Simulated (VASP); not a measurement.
# Rh (P6_3/mmc) in VASP: a series of runs

Runs on Rh. Level: r2SCAN. Tasks: single point.

Everything below comes from runs of VASP 6.6.1. Logs are shortened: lines on timing, memory, paths and dates and some standing lists are left out, and cuts for length are marked.

## Step 1: The cell of the first run

It takes space group P6_3/mmc (No. 194, hexagonal). Conventional cell: a = 2.731 Å, b = 2.731 Å, c = 4.428 Å, α = 90.00°, β = 90.00°, γ = 120.00°. Within 3.6 Å of Rh (site symmetry -6m2) lie 12 Rh at 2.72 to 2.73 Å.

## Step 2: Single point, r2SCAN

File POSCAR:

```
Rh
1.0
    2.7309790422      0.0000000000      0.0000000000
   -1.3654895211      2.3650972278      0.0000000000
    0.0000000000      0.0000000000      4.4284890000
Rh
2
Direct
    0.6666666700      0.3333333300      0.7500000000
    0.3333333300      0.6666666700      0.2500000000
```

File INCAR.step1:

```
  PREC = Accurate
  ENCUT = 520
  ISMEAR = 0
  SIGMA = 0.1
  LREAL = False
  LASPH = True
  NELM = 80
  NBANDS = 22
  GGA = PE
  ALGO = Normal
  EDIFF = 1E-4
  LWAVE = True
  LCHARG = False
```

File INCAR.step2:

```
  PREC = Accurate
  ENCUT = 520
  EDIFF = 1E-6
  ISMEAR = 0
  SIGMA = 0.1
  LREAL = False
  LASPH = True
  NELM = 80
  ALGO = Normal
  ISIF = 2
  LWAVE = False
  LCHARG = False
  METAGGA = R2SCAN
  LMIXTAU = True
  NBANDS = 22
  ISTART = 1
```

File KPOINTS:

```
regular mesh
0
Gamma
  6 6 4
```

Potentials or basis: VASP PAW PBE potentials, release 64 (Rh_pv).

The run is started by

```console
cat potpaw_PBE.64/Rh_pv/POTCAR > POTCAR
cp INCAR.step1 INCAR
mpirun -np 1 vasp_std > vasp.out
cp INCAR.step2 INCAR
mpirun -np 1 vasp_std > vasp.out
```

OUTCAR:

```text
PREC = Accurate
   ENCUT = 520
   EDIFF = 1E-6
   ISMEAR = 0
   LREAL = False
   LASPH = True
   NELM = 80
   ISIF = 2
   METAGGA = R2SCAN
   ISTART = 1

 ion  position               nearest neighbor table
   1  0.667  0.333  0.750-   2 2.72   2 2.72   2 2.72   2 2.72   2 2.72   2 2.72
   2  0.333  0.667  0.250-   1 2.72   1 2.72   1 2.72   1 2.72   1 2.72   1 2.72

  LATTYP: Found a hexagonal cell.
 ALAT       =     2.7309790422
 C/A-ratio  =     1.6215756077

  Lattice vectors:

 A1 = (   2.7309790422,   0.0000000000,   0.0000000000)
 A2 = (  -1.3654895211,   2.3650972278,   0.0000000000)
 A3 = (   0.0000000000,   0.0000000000,   4.4284890000)

Analysis of symmetry for initial positions (statically):
=====================================================================
 Subroutine PRICEL returns:
 Original cell was already a primitive cell.

 Routine SETGRP: Setting up the symmetry group for a
 hexagonal supercell.

 Subroutine GETGRP returns: Found 24 space group operations
 (whereof 12 operations were pure point group operations)
 out of a pool of 24 trial point group operations.

The static configuration has the point symmetry D_3d.
 The point group associated with its full space group is D_6h.

Analysis of symmetry for dynamics (positions and initial velocities):
=====================================================================
 Subroutine PRICEL returns:
 Original cell was already a primitive cell.

 Routine SETGRP: Setting up the symmetry group for a
 hexagonal supercell.

 Subroutine GETGRP returns: Found 24 space group operations
 (whereof 12 operations were pure point group operations)
 out of a pool of 24 trial point group operations.

The dynamic configuration has the point symmetry D_3d.
 The point group associated with its full space group is D_6h.

 Subroutine INISYM returns: Found 24 space group operations
 (whereof 12 operations are pure point group operations),
 and found     1 'primitive' translations

----------------------------------------------------------------------------------------

                                     Primitive cell

  volume of cell :      28.6037

  direct lattice vectors                    reciprocal lattice vectors
     2.730979042  0.000000000  0.000000000     0.366169049  0.211407799  0.000000000
    -1.365489521  2.365097228  0.000000000     0.000000000  0.422815599  0.000000000
     0.000000000  0.000000000  4.428489000     0.000000000  0.000000000  0.225810655

  length of vectors
     2.730979042  2.730979042  4.428489000     0.422815599  0.422815599  0.225810655

  position of ions in fractional coordinates (direct lattice)
     0.666666670  0.333333330  0.750000000
     0.333333330  0.666666670  0.250000000

  ion indices of the primitive-cell ions
   primitive index   ion index
                 1           1
                 2           2

----------------------------------------------------------------------------------------

 KPOINTS: regular mesh

Automatic generation of k-mesh.
 Grid dimensions read from file:
 generate k-points for:    6    6    4

 Generating k-lattice:

  Cartesian coordinates                     Fractional coordinates (reciprocal lattice)
     0.061028175  0.035234633  0.000000000     0.166666667  0.000000000  0.000000000
     0.000000000  0.070469266  0.000000000     0.000000000  0.166666667  0.000000000
     0.000000000  0.000000000  0.056452664     0.000000000  0.000000000  0.250000000

  Length of vectors
     0.070469266  0.070469266  0.056452664

  Shift w.r.t. Gamma in fractional coordinates (k-lattice)
     0.000000000  0.000000000  0.000000000

 Subroutine IBZKPT returns following result:
 ===========================================

 Found     21 irreducible k-points:

 Following reciprocal coordinates:
            Coordinates               Weight
  0.000000  0.000000  0.000000      1.000000
  0.166667  0.000000  0.000000      6.000000
  0.333333  0.000000  0.000000      6.000000
  0.500000  0.000000  0.000000      3.000000
  0.166667  0.166667  0.000000      6.000000
  0.333333  0.166667  0.000000     12.000000
[... 13 lines left out ...]
  0.333333  0.166667  0.500000     12.000000
  0.333333  0.333333  0.500000      2.000000
   k-points           NKPTS =     21   k-points in BZ     NKDIM =     21   number of bands    NBANDS=     22
   number of dos      NEDOS =    301   number of ions     NIONS =      2
   total plane-waves  NPLWV =  14400
   dimension x,y,z NGX =    20 NGY =   20 NGZ =   36
   dimension x,y,z NGXF=    40 NGYF=   40 NGZF=   72
   ions per type =               2
   NGX,Y,Z   is equivalent  to a cutoff of  12.17, 12.17, 13.51 a.u.
   NGXF,Y,Z  is equivalent  to a cutoff of  24.35, 24.35, 27.03 a.u.
 SYSTEM =  unknown system
   PREC   = accura    normal or accurate (medium, high low for compatibility)
   ISTART =      1    job   : 0-new  1-cont  2-samecut
   ICHARG =      0    charge: 1-file 2-atom 10-const
   ISPIN  =      1    spin polarized calculation?
   LNONCOLLINEAR =      F non collinear calculations
   LSORBIT =      F    spin-orbit coupling
   LASPH  =      T    aspherical Exc in radial PAW
   ENCUT  =  520.0 eV  38.22 Ry    6.18 a.u.   5.08  5.08  8.23*2*pi/ulx,y,z
   NELM   =     80;   NELMIN=  2; NELMDL=  0     # of ELM steps
   EDIFF  = 0.1E-05   stopping-criterion for ELM
   LREAL  =      F    real-space projection
   EDIFFG = 0.1E-04   stopping-criterion for IOM
   NSW    =      0    number of steps for IOM
   IBRION =     -1    ionic relax: 0-MD 1-quasi-New 2-CG
   NFREE  =      0    steps in history (QN), initial steepest desc. (CG)
   ISIF   =      2    stress and relaxation
   ISYM   =      2    0-nonsym 1-usesym 2-fastsym
   POTIM  = 0.5000    time-step for ionic-motion
   TEBEG  =    0.0;   TEEND  =   0.0 temperature during run
   PSTRESS=    0.0 pullay stress
   NELECT =      30.0000    total number of electrons
   NUPDOWN=      -1.0000    fix difference up-down
   EMIN   =  10.00;   EMAX   =-10.00  energy-range for DOS
   EFERMI =   0.00;   METHOD = LEGACY
   ISMEAR =     0;   SIGMA  =   0.10  broadening in eV -4-tet -1-fermi 0-gaus
   EFERMI_NEDOS =   21; number of points for ismear=-14 and -15
   IALGO  =     38    algorithm
   IMIX   =      4    mixing-type and parameters
     AMIX     =   0.40;   BMIX     =  1.00
     AMIX_MAG =   1.60;   BMIX_MAG =  1.00
  volume/ion in A,a.u.               =      14.30        96.51
  Fermi-wavevector in a.u.,A,eV,Ry     =   1.663314  3.143208 37.642066  2.766614
  Thomas-Fermi vector in A             =   2.750053
   LORBIT       =      0    0 simple, 1 ext, 2 COOP (PROOUT), +10 PAW based schemes
   METAGGA = R2SCAN    functional components
   LHFCALC =     F    Hartree Fock is set to
   AEXX    =    0.0000 exact exchange contribution
   IVDW    =     0    specifies the selected vdW correction
   LEPSILON=     F    determine dielectric tensor
   LRPA    =     F    only Hartree local field effects (RPA)
 non-spin polarized calculation
 Gauss-broadening in eV      SIGMA  =   0.10
  energy-cutoff  :      520.00
  volume of cell :       28.60
 maximum number of plane-waves:       785
   NGX = 11   NGY = 11   NGZ = 17

 number of electron      30.0000009 magnetization

 Free energy of the ion-electron system (eV)
  ---------------------------------------------------
  ext. energy  EPLUGINS =         0.00000000
  ---------------------------------------------------
  free energy    TOTEN  =       -48.13480554 eV

  energy without entropy =      -48.12227921  energy(sigma->0) =      -48.12854237

 E-fermi :  11.0048     XC(G=0): -14.9158

 val. band max:       10.9032690091   @ k =   0.5000   0.0000   0.2500
 cond. band min:      11.0083686731   @ k =   0.1667   0.1667   0.0000
 fundamental gap:      0.1050996640
 Fermi energy:        11.0047608373

 k-point     1 :       0.0000    0.0000    0.0000
  band No.  band energies     occupation
      1     -37.4148      2.00000
      2     -36.7630      2.00000
      3     -36.7630      2.00000
      4     -36.7165      2.00000
      5     -36.6630      2.00000
      6     -36.6630      2.00000
[... 14 lines left out ...]
     21      28.4618      0.00000
     22      28.4622      0.00000

 k-point     2 :       0.1667    0.0000    0.0000
  band No.  band energies     occupation
      1     -37.3568      2.00000
      2     -36.8913      2.00000
      3     -36.8037      2.00000
      4     -36.7948      2.00000
      5     -36.7415      2.00000
      6     -36.6844      2.00000
[... 14 lines left out ...]
     21      28.4623      0.00000
     22      28.4624      0.00000

 k-point     3 :       0.3333    0.0000    0.0000
  band No.  band energies     occupation
      1     -37.2162      2.00000
      2     -37.1486      2.00000
      3     -37.0473      2.00000
      4     -36.8808      2.00000
      5     -36.8156      2.00000
      6     -36.7306      2.00000
[... 14 lines left out ...]
     21      26.6244      0.00000
     22      27.6480      0.00000

 k-point     4 :       0.5000    0.0000    0.0000
  band No.  band energies     occupation
      1     -37.2772      2.00000
      2     -37.1686      2.00000
      3     -37.1127      2.00000
      4     -36.9180      2.00000
      5     -36.8858      2.00000
      6     -36.7547      2.00000
[... 14 lines left out ...]
     21      24.6929      0.00000
     22      25.6334      0.00000

 k-point     5 :       0.1667    0.1667    0.0000
  band No.  band energies     occupation
      1     -37.2563      2.00000
      2     -37.0325      2.00000
      3     -37.0145      2.00000
      4     -36.8491      2.00000
      5     -36.7922      2.00000
      6     -36.7557      2.00000
[... 342 lines left out ...]
 k-point    19 :       0.1667    0.1667    0.5000
  band No.  band energies     occupation
      1     -37.1678      2.00000
      2     -37.1678      2.00000
      3     -36.8847      2.00000
      4     -36.8847      2.00000
      5     -36.7985      2.00000
      6     -36.7985      2.00000
[... 14 lines left out ...]
     21      27.4964      0.00000
     22      27.4964      0.00000

 k-point    20 :       0.3333    0.1667    0.5000
  band No.  band energies     occupation
      1     -37.2745      2.00000
      2     -37.2745      2.00000
      3     -36.9569      2.00000
      4     -36.9569      2.00000
      5     -36.8274      2.00000
      6     -36.8274      2.00000
[... 14 lines left out ...]
     21      25.5364      0.00000
     22      25.5364      0.00000

 k-point    21 :       0.3333    0.3333    0.5000
  band No.  band energies     occupation
      1     -37.2353      2.00000
      2     -37.2353      2.00000
      3     -37.0696      2.00000
      4     -37.0696      2.00000
      5     -36.8248      2.00000
      6     -36.8248      2.00000
[... 14 lines left out ...]
     21      21.6615      0.00000
     22      21.6615      0.00000

------------------------ aborting loop because EDIFF is reached ----------------------------------------

  FORCE on cell =-STRESS in cart. coord.  units (eV):
  Direction    XX          YY          ZZ          XY          YZ          ZX
  --------------------------------------------------------------------------------------
  -------------------------------------------------------------------------------------
  Total       -1.2010757     -1.2010757     -2.2063001      0.0000000      0.0000000      0.0000000
  in kB      -67.2756691    -67.2756691   -123.5811468      0.0000000      0.0000000      0.0000000
  external PRESSURE =     -86.0441617 kB  Pullay stress =       0.0000000 kB

 VOLUME and BASIS-vectors are now :
 -----------------------------------------------------------------------------
  energy-cutoff  :      520.00
  volume of cell :       28.60
      direct lattice vectors                 reciprocal lattice vectors
     2.730979042  0.000000000  0.000000000     0.366169049  0.211407799  0.000000000
    -1.365489521  2.365097228  0.000000000     0.000000000  0.422815599  0.000000000
     0.000000000  0.000000000  4.428489000     0.000000000  0.000000000  0.225810655

 POSITION                                       TOTAL-FORCE (eV/Angst)
 -----------------------------------------------------------------------------------
      1.36549      0.78837      3.32137         0.000000      0.000000      0.000000
     -0.00000      1.57673      1.10712        -0.000000      0.000000      0.000000
 -----------------------------------------------------------------------------------
    total drift:                               -0.000005      0.000003     -0.000000

  FREE ENERGIE OF THE ION-ELECTRON SYSTEM (eV)
  ---------------------------------------------------
  free  energy   TOTEN  =       -48.1348055373 eV

  energy  without entropy=      -48.1222792108  energy(sigma->0) =      -48.12854237
```

Run time: 20 s. Hardware: 1 thread of Intel Xeon 6975P-C (Granite Rapids), shared host; peak memory 0.14 GiB.

Results:

```
Free energy            : -48.1348 eV
Pressure               : -8.6 GPa
Band gap on the k mesh : zero (band 15 reaches 11.73 eV, above the bottom of band 16 at 9.39 eV)
```

Levels at points of the mesh, in eV from the Fermi level:
| k point | band 12 | band 13 | band 14 | band 15 | band 16 | band 17 | band 18 | band 19 |
| --- | --- | --- | --- | --- | --- | --- | --- | --- |
| (0.00, 0.00, 0.00) | -2.33 | -2.33 | -1.76 | -1.76 | 0.23 | 0.23 | 1.00 | 8.75 |
| (0.50, 0.00, 0.00) | -2.09 | -1.94 | 0.54 | 0.69 | 0.84 | 3.19 | 5.34 | 10.72 |
| (0.00, 0.00, 0.50) | -2.94 | -2.94 | -2.94 | -0.33 | -0.33 | -0.33 | -0.33 | 15.45 |
| (0.50, 0.00, 0.50) | -1.52 | -0.17 | -0.17 | 0.72 | 0.72 | 2.93 | 2.93 | 9.55 |

Caveat: the k points lie up to 0.44 Å⁻¹ apart; the PAW data sets were made with another functional, which shifts forces and pressure a little.

## Step 3: Single point, r2SCAN

This run uses another cell than the first one, of 13.73 Å³/atom, 0.960 times its volume.

File POSCAR:

```
Rh
1.0
    2.6975591266      0.0000000000      0.0000000000
   -1.3487795633      2.3361547318      0.0000000000
    0.0000000000      0.0000000000      4.3589454655
Rh
2
Direct
    0.6666666667      0.3333333333      0.7500000000
    0.3333333333      0.6666666667      0.2500000000
```

File INCAR.step1:

```
  PREC = Accurate
  ENCUT = 520
  ISMEAR = 0
  SIGMA = 0.1
  LREAL = F
  LASPH = T
  NELM = 60
  NBANDS = 22
  GGA = PE
  ALGO = Normal
  EDIFF = 1E-4
  LWAVE = T
  LCHARG = F
```

File INCAR.step2:

```
  PREC = Accurate
  ENCUT = 520
  EDIFF = 1E-6
  ISMEAR = 0
  SIGMA = 0.1
  LREAL = F
  LASPH = T
  NELM = 60
  ALGO = Normal
  ISIF = 2
  LWAVE = F
  LCHARG = T
  METAGGA = R2SCAN
  LMIXTAU = T
  LELF = T
  LVHAR = T
  NBANDS = 22
  ISTART = 1
```

File KPOINTS:

```
regular mesh
0
Gamma
  12 12 4
```

Potentials or basis: VASP PAW PBE potentials, release 64 (Rh_pv).

The run is started by

```console
cat potpaw_PBE.64/Rh_pv/POTCAR > POTCAR
cp INCAR.step1 INCAR
mpirun -np 1 vasp_std > vasp.out
cp INCAR.step2 INCAR
mpirun -np 1 vasp_std > vasp.out
```

Run time: 46 s. Hardware: 1 thread of Intel Xeon 6975P-C (Granite Rapids), shared host; peak memory 0.15 GiB.

It converged, with:

| Quantity | Value |
| --- | --- |
| Free energy | -48.2278 eV |
| Pressure | 1.3 GPa |
| Band gap on the k mesh | zero (band 15 reaches 12.50 eV, above the bottom of band 16 at 10.02 eV) |

Levels at points of the mesh, in eV from the Fermi level:
| k point | band 13 | band 14 | band 15 | band 16 | band 17 | band 18 |
| --- | --- | --- | --- | --- | --- | --- |
| (0.00, 0.00, 0.00) | -2.60 | -1.99 | -1.99 | 0.16 | 0.16 | 0.91 |
| (0.50, 0.00, 0.00) | -2.16 | 0.45 | 0.67 | 0.77 | 3.23 | 5.46 |
| (0.00, 0.00, 0.50) | -3.26 | -3.26 | -0.44 | -0.44 | -0.44 | -0.44 |
| (0.50, 0.00, 0.50) | -0.27 | -0.27 | 0.64 | 0.64 | 2.89 | 2.89 |

Caveat: the k points lie up to 0.36 Å⁻¹ apart; the PAW data sets were made with another functional, which shifts forces and pressure a little.

## Step 4: Single point, r2SCAN (volume scaled by 1.03, then relaxed in part)

File POSCAR:

```
Rh
1.0
    2.7313901112      0.0000000000      0.0000000000
   -1.3656950556      2.3654532239      0.0000000000
    0.0000000000      0.0000000000      4.3885362469
Rh
2
Direct
    0.6666666667      0.3333333333      0.7500000000
    0.3333333333      0.6666666667      0.2500000000
```

File INCAR.step1:

```
SYSTEM = Rh
PREC = Accurate
ENCUT = 520
ISMEAR = 0
SIGMA = 0.1
LREAL = .FALSE.
LASPH = .TRUE.
NELM = 100
NBANDS = 22
GGA = PE
ALGO = Normal
EDIFF = 1E-4
LWAVE = .TRUE.
LCHARG = .FALSE.
```

File INCAR.step2:

```
SYSTEM = Rh
PREC = Accurate
ENCUT = 520
EDIFF = 1E-7
ISMEAR = 0
SIGMA = 0.1
LREAL = .FALSE.
LASPH = .TRUE.
NELM = 100
ALGO = Normal
ISIF = 2
LWAVE = .FALSE.
LCHARG = .FALSE.
METAGGA = R2SCAN
LMIXTAU = .TRUE.
NBANDS = 22
ISTART = 1
```

File KPOINTS:

```
Automatic mesh
0
G
  18 18 10
  0 0 0
```

The run is started by

```console
cat potpaw_PBE.64/Rh_pv/POTCAR > POTCAR
cp INCAR.step1 INCAR
mpirun -np 1 vasp_std > vasp.out
cp INCAR.step2 INCAR
mpirun -np 1 vasp_std > vasp.out
```

It took 3.6 min on 1 thread of Intel Xeon 6975P-C (Granite Rapids), shared host; peak memory 0.22 GiB.

The run converged. Its results:

```
Free energy            : -48.1774 eV
Pressure               : -6.6 GPa
Band gap on the k mesh : zero (band 15 reaches 11.90 eV, above the bottom of band 16 at 9.54 eV)
```

Stress tensor (GPa, compression positive):
```
-6.65  0.00  0.00
 0.00 -6.65  0.00
 0.00  0.00 -6.56
```

Levels at points of the mesh, in eV from the Fermi level:
```csv
k point,band 12,band 13,band 14,band 15,band 16,band 17,band 18,band 19
"(0.00, 0.00, 0.00)",-2.49,-2.49,-1.96,-1.96,0.12,0.12,0.97,8.85
"(0.50, 0.00, 0.00)",-2.20,-2.11,0.37,0.61,0.68,3.08,5.23,10.68
"(0.00, 0.00, 0.50)",-3.14,-3.14,-3.14,-0.46,-0.46,-0.46,-0.46,15.47
"(0.50, 0.00, 0.50)",-1.69,-0.29,-0.29,0.56,0.56,2.80,2.80,9.49
```

Caveat: the cell differs from its parent crystal (volume scaled by 1.03, then relaxed in part); the PAW data sets were made with another functional, which shifts forces and pressure a little.

(Part 1 of 2 ends here.)
